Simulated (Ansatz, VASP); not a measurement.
**One calculation of Au, two programs**

```
CELL_PARAMETERS angstrom
0.00000 2.08273 2.08273
2.08273 0.00000 2.08273
2.08273 2.08273 0.00000
ATOMIC_POSITIONS crystal
Au 0.00000 0.00000 0.00000
```

Alike in both runs: task single point; functional PBE; k mesh 8 × 8 × 8; occupations gaussian, width 0.05 eV; no spin polarisation.

|  | VASP | Ansatz |
| --- | --- | --- |
| version | VASP 6.6.1 | Ansatz 0.2.0 |
| potentials or method | VASP PAW PBE potentials, release 64 (Au), cutoff 520 eV | scalar-relativistic, plane waves, PAW |
| valence electrons in the cell | 11 | 19 |

|  | VASP | Ansatz | Ansatz less VASP |
| --- | --- | --- | --- |
| gap on the k mesh at the Fermi level (eV) | none | none | - |
| pressure (GPa) | -0.3 | 0.0 | +0.24 |

A gap of «none» marks a metal or a gap that the smearing closes. VASP's potentials hold 11 valence electrons a cell and Ansatz's 19, so a difference there can come from the potentials and not from the codes.

Spin-orbit coupling is off throughout.
